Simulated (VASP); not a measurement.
# CaSe (P6_3/mmc) in VASP: settings compared, part 2 of 2

VASP 6.6.1.

## (3) Single point, LDA

This run uses another cell than the first one, of 29.76 Å³/atom.

INCAR reads:

```
ALGO = Normal
EDIFF = 1E-6
ENCUT = 520
ISIF = 2
ISMEAR = -1
LASPH = T
LCHARG = F
LREAL = F
LWAVE = F
NBANDS = 24
NELM = 60
PREC = Accurate
SIGMA = 0.02
```

KPOINTS reads:

```
k-points
0
Gamma
  6 6 4
```

POSCAR reads:

```
CaSe
1.0
    4.8973496299      0.0000000000      0.0000000000
   -2.4486748149      4.2412291907      0.0000000000
    0.0000000000      0.0000000000      5.7314005716
Ca Se
2 2
Direct
    0.3333333333      0.6666666667      0.2500000000
    0.6666666667      0.3333333333      0.7500000000
    0.6666666667      0.3333333333      0.2500000000
    0.3333333333      0.6666666667      0.7500000000
```

Potentials or basis: VASP PAW LDA potentials, release 64 (Ca_sv, Se).

Command:

```
$ cat potpaw_LDA.64/Ca_sv/POTCAR potpaw_LDA.64/Se/POTCAR > POTCAR
$ mpirun -np 1 vasp_std > vasp.out
```

OUTCAR:

```text
EDIFF = 1E-6
   ENCUT = 520
   ISIF = 2
   ISMEAR = -1
   LASPH = T
   LREAL = F
   NELM = 60
   PREC = Accurate

 ion  position               nearest neighbor table
   1  0.333  0.667  0.250-   3 2.83   3 2.83   3 2.83   4 2.87   4 2.87
   2  0.667  0.333  0.750-   4 2.83   4 2.83   4 2.83   3 2.87   3 2.87
   3  0.667  0.333  0.250-   1 2.83   1 2.83   1 2.83   2 2.87   2 2.87
   4  0.333  0.667  0.750-   2 2.83   2 2.83   2 2.83   1 2.87   1 2.87

  LATTYP: Found a hexagonal cell.
 ALAT       =     4.8973496299
 C/A-ratio  =     1.1703065953

  Lattice vectors:

 A1 = (   4.8973496299,   0.0000000000,   0.0000000000)
 A2 = (  -2.4486748149,   4.2412291907,   0.0000000000)
 A3 = (   0.0000000000,   0.0000000000,   5.7314005716)

Analysis of symmetry for initial positions (statically):
=====================================================================
 Subroutine PRICEL returns:
 Original cell was already a primitive cell.

 Routine SETGRP: Setting up the symmetry group for a
 hexagonal supercell.

 Subroutine GETGRP returns: Found 24 space group operations
 (whereof 12 operations were pure point group operations)
 out of a pool of 24 trial point group operations.

The static configuration has the point symmetry D_3d.
 The point group associated with its full space group is D_6h.

Analysis of symmetry for dynamics (positions and initial velocities):
=====================================================================
 Subroutine PRICEL returns:
 Original cell was already a primitive cell.

 Routine SETGRP: Setting up the symmetry group for a
 hexagonal supercell.

 Subroutine GETGRP returns: Found 24 space group operations
 (whereof 12 operations were pure point group operations)
 out of a pool of 24 trial point group operations.

The dynamic configuration has the point symmetry D_3d.
 The point group associated with its full space group is D_6h.

 Subroutine INISYM returns: Found 24 space group operations
 (whereof 12 operations are pure point group operations),
 and found     1 'primitive' translations

----------------------------------------------------------------------------------------

                                     Primitive cell

  volume of cell :     119.0457

  direct lattice vectors                    reciprocal lattice vectors
     4.897349630  0.000000000  0.000000000     0.204192078  0.117890351  0.000000000
    -2.448674815  4.241229191  0.000000000     0.000000000  0.235780703  0.000000000
     0.000000000  0.000000000  5.731400572     0.000000000  0.000000000  0.174477423

  length of vectors
     4.897349630  4.897349630  5.731400572     0.235780703  0.235780703  0.174477423

  position of ions in fractional coordinates (direct lattice)
     0.333333333  0.666666667  0.250000000
     0.666666667  0.333333333  0.750000000
     0.666666667  0.333333333  0.250000000
     0.333333333  0.666666667  0.750000000

  ion indices of the primitive-cell ions
   primitive index   ion index
                 1           1
                 2           2
                 3           3
                 4           4

----------------------------------------------------------------------------------------

 KPOINTS: k-points

Automatic generation of k-mesh.
 Grid dimensions read from file:
 generate k-points for:    6    6    4

 Generating k-lattice:

  Cartesian coordinates                     Fractional coordinates (reciprocal lattice)
     0.034032013  0.019648392  0.000000000     0.166666667  0.000000000  0.000000000
     0.000000000  0.039296784  0.000000000     0.000000000  0.166666667  0.000000000
     0.000000000  0.000000000  0.043619356     0.000000000  0.000000000  0.250000000

  Length of vectors
     0.039296784  0.039296784  0.043619356

  Shift w.r.t. Gamma in fractional coordinates (k-lattice)
     0.000000000  0.000000000  0.000000000

 Subroutine IBZKPT returns following result:
 ===========================================

 Found     21 irreducible k-points:

 Following reciprocal coordinates:
            Coordinates               Weight
  0.000000  0.000000  0.000000      1.000000
  0.166667  0.000000  0.000000      6.000000
  0.333333 -0.000000  0.000000      6.000000
  0.500000 -0.000000  0.000000      3.000000
  0.166667  0.166667  0.000000      6.000000
  0.333333  0.166667  0.000000     12.000000
[... 13 lines left out ...]
  0.333333  0.166667  0.500000     12.000000
  0.333333  0.333333  0.500000      2.000000
   k-points           NKPTS =     21   k-points in BZ     NKDIM =     21   number of bands    NBANDS=     24
   number of dos      NEDOS =    301   number of ions     NIONS =      4
   total plane-waves  NPLWV =  62208
   dimension x,y,z NGX =    36 NGY =   36 NGZ =   48
   dimension x,y,z NGXF=    72 NGYF=   72 NGZF=   96
   ions per type =               2   2
   NGX,Y,Z   is equivalent  to a cutoff of  12.22, 12.22, 13.92 a.u.
   NGXF,Y,Z  is equivalent  to a cutoff of  24.44, 24.44, 27.85 a.u.
 SYSTEM =  unknown system
   PREC   = accura    normal or accurate (medium, high low for compatibility)
   ISTART =      0    job   : 0-new  1-cont  2-samecut
   ICHARG =      2    charge: 1-file 2-atom 10-const
   ISPIN  =      1    spin polarized calculation?
   LNONCOLLINEAR =      F non collinear calculations
   LSORBIT =      F    spin-orbit coupling
   LASPH  =      T    aspherical Exc in radial PAW
   ENCUT  =  520.0 eV  38.22 Ry    6.18 a.u.   9.11  9.11 10.66*2*pi/ulx,y,z
   NELM   =     60;   NELMIN=  2; NELMDL= -5     # of ELM steps
   EDIFF  = 0.1E-05   stopping-criterion for ELM
   LREAL  =      F    real-space projection
   EDIFFG = 0.1E-04   stopping-criterion for IOM
   NSW    =      0    number of steps for IOM
   IBRION =     -1    ionic relax: 0-MD 1-quasi-New 2-CG
   NFREE  =      0    steps in history (QN), initial steepest desc. (CG)
   ISIF   =      2    stress and relaxation
   ISYM   =      2    0-nonsym 1-usesym 2-fastsym
   POTIM  = 0.5000    time-step for ionic-motion
   TEBEG  =    0.0;   TEEND  =   0.0 temperature during run
   PSTRESS=    0.0 pullay stress
   NELECT =      32.0000    total number of electrons
   NUPDOWN=      -1.0000    fix difference up-down
   EMIN   =  10.00;   EMAX   =-10.00  energy-range for DOS
   EFERMI =   0.00;   METHOD = LEGACY
   ISMEAR =    -1;   SIGMA  =   0.02  broadening in eV -4-tet -1-fermi 0-gaus
   EFERMI_NEDOS =   21; number of points for ismear=-14 and -15
   IALGO  =     38    algorithm
   IMIX   =      4    mixing-type and parameters
     AMIX     =   0.40;   BMIX     =  1.00
     AMIX_MAG =   1.60;   BMIX_MAG =  1.00
  volume/ion in A,a.u.               =      29.76       200.84
  Fermi-wavevector in a.u.,A,eV,Ry     =   1.056542  1.996576 15.187938  1.116282
  Thomas-Fermi vector in A             =   2.191782
   LORBIT       =      0    0 simple, 1 ext, 2 COOP (PROOUT), +10 PAW based schemes
   GGA     = CA    functional components
   LHFCALC =     F    Hartree Fock is set to
   AEXX    =    0.0000 exact exchange contribution
   IVDW    =     0    specifies the selected vdW correction
   LEPSILON=     F    determine dielectric tensor
   LRPA    =     F    only Hartree local field effects (RPA)
 non-spin polarized calculation
  energy-cutoff  :      520.00
  volume of cell :      119.05
 maximum number of plane-waves:      3230
   NGX = 19   NGY = 19   NGZ = 21

 number of electron      31.9999990 magnetization

 Free energy of the ion-electron system (eV)
  ---------------------------------------------------
  ext. energy  EPLUGINS =         0.00000000
  ---------------------------------------------------
  free energy    TOTEN  =       -20.47194089 eV

  energy without entropy =      -20.47194089  energy(sigma->0) =      -20.47194089

 E-fermi :   1.9678     XC(G=0):  -8.6824

 val. band max:        1.4776596952   @ k =   0.0000   0.0000   0.0000
 cond. band min:       3.6005060851   @ k =   0.3333   0.3333   0.0000
 fundamental gap:      2.1228463899
 Fermi energy:         1.9678244516

 k-point     1 :       0.0000    0.0000    0.0000
  band No.  band energies     occupation
      1     -37.7669      2.00000
      2     -37.7536      2.00000
      3     -19.1537      2.00000
      4     -19.1426      2.00000
      5     -19.1426      2.00000
      6     -19.1014      2.00000
[... 556 lines left out ...]
     23       7.0676      0.00000
     24       7.0676      0.00000

------------------------ aborting loop because EDIFF is reached ----------------------------------------

  FORCE on cell =-STRESS in cart. coord.  units (eV):
  Direction    XX          YY          ZZ          XY          YZ          ZX
  --------------------------------------------------------------------------------------
  -------------------------------------------------------------------------------------
  Total        0.1469627      0.1469627      0.1873630      0.0000000     -0.0000000     -0.0000000
  in kB        1.9778986      1.9778986      2.5216273      0.0000000     -0.0000000     -0.0000000
  external PRESSURE =       2.1591415 kB  Pullay stress =       0.0000000 kB

 VOLUME and BASIS-vectors are now :
 -----------------------------------------------------------------------------
  energy-cutoff  :      520.00
  volume of cell :      119.05
      direct lattice vectors                 reciprocal lattice vectors
     4.897349630  0.000000000  0.000000000     0.204192078  0.117890351  0.000000000
    -2.448674815  4.241229191  0.000000000     0.000000000  0.235780703  0.000000000
     0.000000000  0.000000000  5.731400572     0.000000000  0.000000000  0.174477423

 POSITION                                       TOTAL-FORCE (eV/Angst)
 -----------------------------------------------------------------------------------
     -0.00000      2.82749      1.43285        -0.000000      0.000000      0.000000
      2.44867      1.41374      4.29855         0.000000     -0.000000      0.000000
      2.44867      1.41374      1.43285         0.000000     -0.000000     -0.000000
     -0.00000      2.82749      4.29855        -0.000000      0.000000     -0.000000
 -----------------------------------------------------------------------------------
    total drift:                                0.000000      0.000000     -0.000000

  FREE ENERGIE OF THE ION-ELECTRON SYSTEM (eV)
  ---------------------------------------------------
  free  energy   TOTEN  =       -20.4719408946 eV

  energy  without entropy=      -20.4719408946  energy(sigma->0) =      -20.47194089
```

Wall time 74 s (1 thread of Oxide Virtual Turin-like, shared host); peak memory 0.19 GiB.

What came out:

```yaml
Free_energy: -20.4719 eV
Pressure: 0.2 GPa
Band_gap_on_the_k_mesh: 2.12 eV (least direct gap 2.41 eV)
```

A k mesh can miss the band edges.

## (4) Single point, PBEsol

This run uses another cell than the first one, of 30.99 Å³/atom.

INCAR reads:

```
SYSTEM = CaSe
PREC = Accurate
ENCUT = 520
EDIFF = 1E-6
ISMEAR = -1
SIGMA = 0.02
LREAL = .False.
LASPH = .True.
NELM = 80
ALGO = Normal
ISIF = 2
LWAVE = .False.
LCHARG = .True.
GGA = PS
LELF = .True.
LVHAR = .True.
NBANDS = 24
```

KPOINTS reads:

```
regular mesh
0
Gamma
  6 6 4
  0 0 0
```

POSCAR reads:

```
CaSe
1.0
    4.9641809686      0.0000000000      0.0000000000
   -2.4820904843      4.2991068278      0.0000000000
    0.0000000000      0.0000000000      5.8086809240
Ca Se
2 2
Direct
    0.3333333333      0.6666666667      0.2500000000
    0.6666666667      0.3333333333      0.7500000000
    0.6666666667      0.3333333333      0.2500000000
    0.3333333333      0.6666666667      0.7500000000
```

Potentials or basis: VASP PAW PBE potentials, release 64 (Ca_sv, Se).

Command:

```
$ cat potpaw_PBE.64/Ca_sv/POTCAR potpaw_PBE.64/Se/POTCAR > POTCAR
$ mpirun -np 1 vasp_std > vasp.out
```

Wall time 67 s (1 thread of Oxide Virtual Turin-like, shared host); peak memory 0.25 GiB.

The run converged. Its results:

```yaml
Free_energy: -19.5345 eV
Pressure: 0.1 GPa
Band_gap_on_the_k_mesh: 2.30 eV (least direct gap 2.46 eV)
```

Levels at points of the mesh, in eV from the valence-band top:
```
           k point  band 14  band 15  band 16  band 17  band 18  band 19
(0.00, 0.00, 0.00)    -1.13    -1.13     0.00     2.46     3.47     3.47
(0.50, 0.00, 0.00)    -1.52    -1.06    -0.54     2.93     3.17     3.63
(0.00, 0.00, 0.50)    -1.48    -1.48    -1.48     3.68     3.68     4.97
(0.50, 0.00, 0.50)    -1.30    -1.13    -1.13     3.50     3.50     4.65
```

Caveat: the PAW data sets were made with another functional, which shifts forces and pressure a little.

## (5) Single point, PBE

INCAR reads:

```
SYSTEM = CaSe
ALGO     = Normal         ! electronic algorithm
EDIFF    = 1E-6           ! SCF threshold, eV
ENCUT    = 520            ! plane-wave cutoff, eV
GGA      = PE             ! functional
ISIF     = 2              ! what is computed and relaxed
ISMEAR   = -1             ! smearing method
LASPH    = .True.         ! aspherical terms in the spheres
LCHARG   = .True.         ! write CHGCAR
LELF     = .True.         ! ELF
LREAL    = .False.        ! projectors in reciprocal space
LVHAR    = .True.       
LWAVE    = .False.        ! write WAVECAR
NBANDS   = 24             ! bands
NELM     = 80             ! most SCF steps
PREC     = Accurate       ! precision mode
SIGMA    = 0.02           ! smearing width, eV
```

KPOINTS reads:

```
k-points
0
Gamma
  6 6 4
  0 0 0
```

POSCAR reads:

```
CaSe
1.0
    5.0298508884      0.0000000000      0.0000000000
   -2.5149254442      4.3559786466      0.0000000000
    0.0000000000      0.0000000000      5.8947454230
Ca Se
2 2
Direct
    0.3333333333      0.6666666667      0.2500000000
    0.6666666667      0.3333333333      0.7500000000
    0.6666666667      0.3333333333      0.2500000000
    0.3333333333      0.6666666667      0.7500000000
```

Command:

```
$ cat potpaw_PBE.64/Ca_sv/POTCAR potpaw_PBE.64/Se/POTCAR > POTCAR
$ mpirun -np 1 vasp_std > vasp.out
```

Run time: 2 min. Hardware: 1 thread of Oxide Virtual Turin-like, shared host; peak memory 0.25 GiB.

Results (log left out):

```
Free energy            : -18.5039 eV
Pressure               : 0.1 GPa
Band gap on the k mesh : 2.47 eV (least direct gap 2.55 eV)
```

Levels at points of the mesh, in eV from the valence-band top:
```
           k point  band 12  band 13  band 14  band 15  band 16  band 17  band 18  band 19  band 20  band 21
(0.00, 0.00, 0.00)    -1.54    -1.54    -1.04    -1.04     0.00     2.55     3.55     3.55     4.35     4.89
(0.50, 0.00, 0.00)    -1.59    -1.55    -1.43    -0.99    -0.50     3.05     3.28     3.71     4.51     4.57
(0.00, 0.00, 0.50)    -1.92    -1.37    -1.37    -1.37    -1.37     3.74     3.74     4.94     4.94     4.94
(0.50, 0.00, 0.50)    -2.63    -1.21    -1.21    -1.03    -1.03     3.60     3.60     4.64     4.64     5.18
```

A k mesh can miss the band edges.

## (6) Single point, r2SCAN

This run uses another cell than the first one, of 31.87 Å³/atom.

POSCAR reads:

```
CaSe
1.0
    5.0056779917      0.0000000000      0.0000000000
   -2.5028389959      4.3350443040      0.0000000000
    0.0000000000      0.0000000000      5.8755389731
Ca Se
2 2
Direct
    0.3333333333      0.6666666667      0.2500000000
    0.6666666667      0.3333333333      0.7500000000
    0.6666666667      0.3333333333      0.2500000000
    0.3333333333      0.6666666667      0.7500000000
```

INCAR.step1 reads:

```
PREC = Accurate ; ENCUT = 520
ISMEAR = -1 ; SIGMA = 0.02
LREAL = False ; LASPH = True
NELM = 60 ; NBANDS = 24
GGA = PE ; ALGO = Normal
EDIFF = 1E-4 ; LWAVE = True
LCHARG = False
```

INCAR.step2 reads:

```
PREC = Accurate ; ENCUT = 520
EDIFF = 1E-6 ; ISMEAR = -1
SIGMA = 0.02 ; LREAL = False
LASPH = True ; NELM = 60
ALGO = Normal ; ISIF = 2
LWAVE = False ; LCHARG = False
METAGGA = R2SCAN ; LMIXTAU = True
NBANDS = 24 ; ISTART = 1
```

KPOINTS reads:

```
regular mesh
0
Gamma
  6 6 4
```

Potentials or basis: VASP PAW PBE potentials, release 64 (Ca_sv, Se).

Command:

```
$ cat potpaw_PBE.64/Ca_sv/POTCAR potpaw_PBE.64/Se/POTCAR > POTCAR
$ cp INCAR.step1 INCAR
$ mpirun -np 1 vasp_std > vasp.out
$ cp INCAR.step2 INCAR
$ mpirun -np 1 vasp_std > vasp.out
```

Run time: 7 min. Hardware: 1 thread of Oxide Virtual Turin-like, shared host; peak memory 0.28 GiB.

The run converged. Its results:

| Item | Value |
| --- | --- |
| Free energy | -51.3634 eV |
| Pressure | 0.2 GPa |
| Band gap on the k mesh | 2.89 eV (least direct gap 3.04 eV) |

Levels at points of the mesh, in eV from the valence-band top:
| k point | band 14 | band 15 | band 16 | band 17 | band 18 | band 19 |
| --- | --- | --- | --- | --- | --- | --- |
| (0.00, 0.00, 0.00) | -1.07 | -1.07 | 0.00 | 3.04 | 4.09 | 4.09 |
| (0.50, 0.00, 0.00) | -1.44 | -0.99 | -0.52 | 3.54 | 3.70 | 4.16 |
| (0.00, 0.00, 0.50) | -1.40 | -1.40 | -1.40 | 4.23 | 4.23 | 5.56 |
| (0.50, 0.00, 0.50) | -1.24 | -1.06 | -1.06 | 4.04 | 4.04 | 5.22 |

Caveat: the PAW data sets were made with another functional, which shifts forces and pressure a little.

## (7) Overview

| task | level | potentials or basis | cell | cutoff (eV) | gap on the mesh (eV) | pressure (GPa) |
| --- | --- | --- | --- | --- | --- | --- |
| relaxation of cell and atoms | r2SCAN | VASP PAW PBE potentials, release 64 (Ca_sv, Se) | relaxed from a = 5.030, b = 5.030, c = 5.895 Å, angles 90.0, 90.0, 120.0°, 4 atoms | 600 | 2.90 | 0.0 |
| single point | LDA | VASP PAW LDA potentials, release 64 (Ca_sv, Se) | a = 4.897, b = 4.897, c = 5.731 Å, angles 90.0, 90.0, 120.0°, 4 atoms | 520 | 2.12 | 0.2 |
| single point | PBEsol | VASP PAW PBE potentials, release 64 (Ca_sv, Se) | a = 4.964, b = 4.964, c = 5.809 Å, angles 90.0, 90.0, 120.0°, 4 atoms | 520 | 2.30 | 0.1 |
| single point | PBE | VASP PAW PBE potentials, release 64 (Ca_sv, Se) | a = 5.030, b = 5.030, c = 5.895 Å, angles 90.0, 90.0, 120.0°, 4 atoms | 520 | 2.47 | 0.1 |
| single point | r2SCAN | VASP PAW PBE potentials, release 64 (Ca_sv, Se) | a = 5.006, b = 5.006, c = 5.876 Å, angles 90.0, 90.0, 120.0°, 4 atoms | 520 | 2.89 | 0.2 |

Alike in all rows: no spin polarisation; k mesh 6 × 6 × 4; smearing fermi-dirac 0.02 eV.

Caveats: the PAW data sets were made with another functional, which shifts forces and pressure a little (at least some runs).

Absolute energies hang on the potentials; compare differences alone.
